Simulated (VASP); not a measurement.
# Te2Mo in VASP: single point with LDA

Aim: the single point of Te2Mo with LDA.

Everything below comes from runs of VASP 6.6.1. Logs are shortened: lines on timing, memory, paths and dates and some standing lists are left out, and cuts for length are marked.

**1. The cell of the first run**

The cell holds a slab with vacuum, 3 atoms: a = 3.797 Å, b = 3.727 Å, c = 17.065 Å, α = 88.89°, β = 90.89°, γ = 123.49°.

**2. Single point, LDA (atoms moved at random and the cell strained at random)**

Contents of INCAR:

```
SYSTEM = Te2Mo
ALGO = Normal
EDIFF = 1E-7
ENCUT = 520
GGA = CA
ISIF = 2
ISMEAR = 0
LASPH = .TRUE.
LCHARG = .FALSE.
LREAL = .FALSE.
LWAVE = .FALSE.
NBANDS = 20
NELM = 100
PREC = Accurate
SIGMA = 0.05
```

Contents of KPOINTS:

```
k-points
0
G
  12 12 2
  0 0 0
```

Contents of POSCAR:

```
Te2Mo
1.0
    3.7953895053     -0.0937382392     -0.0279740826
   -1.9788744491      3.1575192225      0.0346451287
   -0.1376930856      0.1174128844     17.0636431915
Te Mo
2 1
Direct
    0.3295575544      0.6521527722      0.8981621821
    0.3418463875      0.6676301821      0.0997759607
   -0.0047372752      0.0135503791      0.0020618572
```

Potentials or basis: VASP PAW LDA potentials, release 64 (Te, Mo_sv).

Run with:

```sh
> cat potpaw_LDA.64/Te/POTCAR potpaw_LDA.64/Mo_sv/POTCAR > POTCAR
> mpirun -np 1 vasp_std > vasp.out
```

OUTCAR:

```text
SYSTEM = Te2Mo
   EDIFF = 1E-7
   ENCUT = 520
   GGA = CA
   ISIF = 2
   ISMEAR = 0
   LASPH = .TRUE.
   LREAL = .FALSE.
   NELM = 100
   PREC = Accurate

 ion  position               nearest neighbor table
   1  0.330  0.652  0.898-   3 2.64   3 2.75   3 2.94   2 3.44
   2  0.342  0.668  0.100-   3 2.65   3 2.67   3 2.81   1 3.44
   3  0.995  0.014  0.002-   1 2.64   2 2.65   2 2.67   1 2.75   2 2.81   1 2.94

  LATTYP: Found a triclinic cell.
 ALAT       =     6.2235555633
 B/A-ratio  =     0.5723118982
 C/A-ratio  =     2.7419378669
 COS(alpha) =     0.0036761210
 COS(beta)  =     0.0137268049
 COS(gamma) =     0.8465700881

  Lattice vectors:

 A1 = (   0.1623593929,  -6.2213002058,  -0.0413161748)
 A2 = (  -1.8165150562,  -3.0637809833,  -0.0066710461)
 A3 = (   0.1376930856,  -0.1174128844, -17.0636431915)

Analysis of symmetry for initial positions (statically):
=====================================================================
 Subroutine PRICEL returns:
 Original cell was already a primitive cell.

 Routine SETGRP: Setting up the symmetry group for a
 triclinic supercell.

 Subroutine GETGRP returns: Found  1 space group operations
 (whereof  1 operations were pure point group operations)
 out of a pool of  2 trial point group operations.

The static configuration has the point symmetry C_1 .

Analysis of symmetry for dynamics (positions and initial velocities):
=====================================================================
 Subroutine PRICEL returns:
 Original cell was already a primitive cell.

 Routine SETGRP: Setting up the symmetry group for a
 triclinic supercell.

 Subroutine GETGRP returns: Found  1 space group operations
 (whereof  1 operations were pure point group operations)
 out of a pool of  2 trial point group operations.

The dynamic configuration has the point symmetry C_1 .

 Subroutine INISYM returns: Found  1 space group operations
 (whereof  1 operations are pure point group operations),
 and found     1 'primitive' translations

----------------------------------------------------------------------------------------

                                     Primitive cell

  volume of cell :     201.3051

  direct lattice vectors                    reciprocal lattice vectors
[... 84 lines left out ...]
   LNONCOLLINEAR =      F non collinear calculations
   LSORBIT =      F    spin-orbit coupling
   LASPH  =      T    aspherical Exc in radial PAW
   ENCUT  =  520.0 eV  38.22 Ry    6.18 a.u.   7.06  6.93 31.73*2*pi/ulx,y,z
   NELM   =    100;   NELMIN=  2; NELMDL= -5     # of ELM steps
   EDIFF  = 0.1E-06   stopping-criterion for ELM
   LREAL  =      F    real-space projection
   EDIFFG = 0.1E-05   stopping-criterion for IOM
   NSW    =      0    number of steps for IOM
   IBRION =     -1    ionic relax: 0-MD 1-quasi-New 2-CG
   NFREE  =      0    steps in history (QN), initial steepest desc. (CG)
   ISIF   =      2    stress and relaxation
   ISYM   =      2    0-nonsym 1-usesym 2-fastsym
   POTIM  = 0.5000    time-step for ionic-motion
   TEBEG  =    0.0;   TEEND  =   0.0 temperature during run
   PSTRESS=    0.0 pullay stress
   NELECT =      26.0000    total number of electrons
   NUPDOWN=      -1.0000    fix difference up-down
   EMIN   =  10.00;   EMAX   =-10.00  energy-range for DOS
   EFERMI =   0.00;   METHOD = LEGACY
   ISMEAR =     0;   SIGMA  =   0.05  broadening in eV -4-tet -1-fermi 0-gaus
   EFERMI_NEDOS =   21; number of points for ismear=-14 and -15
   IALGO  =     38    algorithm
   IMIX   =      4    mixing-type and parameters
     AMIX     =   0.40;   BMIX     =  1.00
     AMIX_MAG =   1.60;   BMIX_MAG =  1.00
  volume/ion in A,a.u.               =      67.10       452.82
  Fermi-wavevector in a.u.,A,eV,Ry     =   0.827525  1.563795  9.317234  0.684797
  Thomas-Fermi vector in A             =   1.939744
   LORBIT       =      0    0 simple, 1 ext, 2 COOP (PROOUT), +10 PAW based schemes
   GGA     = CA    functional components
   LHFCALC =     F    Hartree Fock is set to
   AEXX    =    0.0000 exact exchange contribution
   IVDW    =     0    specifies the selected vdW correction
   LEPSILON=     F    determine dielectric tensor
   LRPA    =     F    only Hartree local field effects (RPA)
 non-spin polarized calculation
 Gauss-broadening in eV      SIGMA  =   0.05
  energy-cutoff  :      520.00
  volume of cell :      201.31
 maximum number of plane-waves:      5469
   NGX = 15   NGY = 13   NGZ = 63

 number of electron      25.9999999 magnetization

 Free energy of the ion-electron system (eV)
  ---------------------------------------------------
  ext. energy  EPLUGINS =         0.00000000
  ---------------------------------------------------
  free energy    TOTEN  =       -20.01650971 eV

  energy without entropy =      -20.01650971  energy(sigma->0) =      -20.01650971

 E-fermi :  -0.2362     XC(G=0):  -4.7515

 val. band max:       -0.4656264982   @ k =   0.0000   0.0000   0.5000
 cond. band min:       0.2163025616   @ k =   0.3333   0.3333   0.5000
 fundamental gap:      0.6819290598
 Fermi energy:        -0.2361770385

 k-point     1 :       0.0000    0.0000    0.0000
  band No.  band energies     occupation
      1     -60.7929      2.00000
      2     -35.0907      2.00000
      3     -35.0839      2.00000
      4     -35.0274      2.00000
      5     -12.7531      2.00000
      6     -11.6182      2.00000
[... 541 lines left out ...]
     19       6.4001      0.00000
     20       6.5506      0.00000

 [... further k-points ...]

------------------------ aborting loop because EDIFF is reached ----------------------------------------

  FORCE on cell =-STRESS in cart. coord.  units (eV):
  Direction    XX          YY          ZZ          XY          YZ          ZX
  --------------------------------------------------------------------------------------
  -------------------------------------------------------------------------------------
  Total       -5.0864683     -2.3868970      0.5927973      1.2722631     -0.8281368     -0.0166803
  in kB      -40.4829566    -18.9971985      4.7180454     10.1258807     -6.5911009     -0.1327579
  external PRESSURE =     -18.2540365 kB  Pullay stress =       0.0000000 kB

 VOLUME and BASIS-vectors are now :
 -----------------------------------------------------------------------------
  energy-cutoff  :      520.00
  volume of cell :      201.31
      direct lattice vectors                 reciprocal lattice vectors
     3.795389505 -0.093738239 -0.027974083     0.267627212  0.167715785  0.001005554
    -1.978874449  3.157519222  0.034645129     0.007929415  0.321697420 -0.002149576
    -0.137693086  0.117412884 17.063643191     0.000422648 -0.000378205  0.058610145

 POSITION                                       TOTAL-FORCE (eV/Angst)
 -----------------------------------------------------------------------------------
     -0.16340      2.13375     15.33929        -0.469226      0.799690      0.257293
     -0.03745      2.08773      1.71611        -0.536280      0.367983      0.639783
      3.75031     -0.05027      0.00781         1.005506     -1.167674     -0.897076
 -----------------------------------------------------------------------------------
    total drift:                               -0.000181     -0.000204      0.000000

  FREE ENERGIE OF THE ION-ELECTRON SYSTEM (eV)
  ---------------------------------------------------
  free  energy   TOTEN  =       -20.0165097079 eV

  energy  without entropy=      -20.0165097079  energy(sigma->0) =      -20.01650971
```

Wall time 14 min (1 thread of Intel Xeon 6975P-C, shared host); peak memory 0.68 GiB.

What came out:

| Quantity | Value |
| --- | --- |
| Free energy | -20.0165 eV |
| Largest force | 1.783 eV/Å |
| Band gap on the k mesh | 0.68 eV, indirect (least direct gap 0.75 eV) |

Forces on the atoms (eV/Å):
```
Te  -0.469  0.800  0.257
Te  -0.536  0.368  0.640
Mo   1.006 -1.168 -0.897
```

Levels at points of the mesh, in eV from the valence-band top:
| k point | band 11 | band 12 | band 13 | band 14 | band 15 | band 16 |
| --- | --- | --- | --- | --- | --- | --- |
| (0.00, 0.00, 0.00) | -1.15 | -0.72 | 0.00 | 2.06 | 3.07 | 3.18 |
| (0.50, 0.00, 0.00) | -1.13 | -0.89 | -0.32 | 1.01 | 1.55 | 2.88 |
| (0.00, 0.50, 0.00) | -1.20 | -0.97 | -0.43 | 1.00 | 1.57 | 3.04 |
| (0.50, 0.50, 0.00) | -1.16 | -0.60 | -0.35 | 1.33 | 1.42 | 2.97 |
| (0.00, 0.00, 0.50) | -1.15 | -0.72 | 0.00 | 2.06 | 3.07 | 3.18 |
| (0.50, 0.00, 0.50) | -1.13 | -0.89 | -0.32 | 1.01 | 1.55 | 2.88 |
| (0.00, 0.50, 0.50) | -1.20 | -0.97 | -0.43 | 1.00 | 1.57 | 3.04 |
| (0.50, 0.50, 0.50) | -1.16 | -0.60 | -0.35 | 1.33 | 1.42 | 2.97 |

Caveat: the cell differs from its parent crystal (atoms moved at random and the cell strained at random); spin-orbit coupling is left out, which moves the levels of the heavy elements.
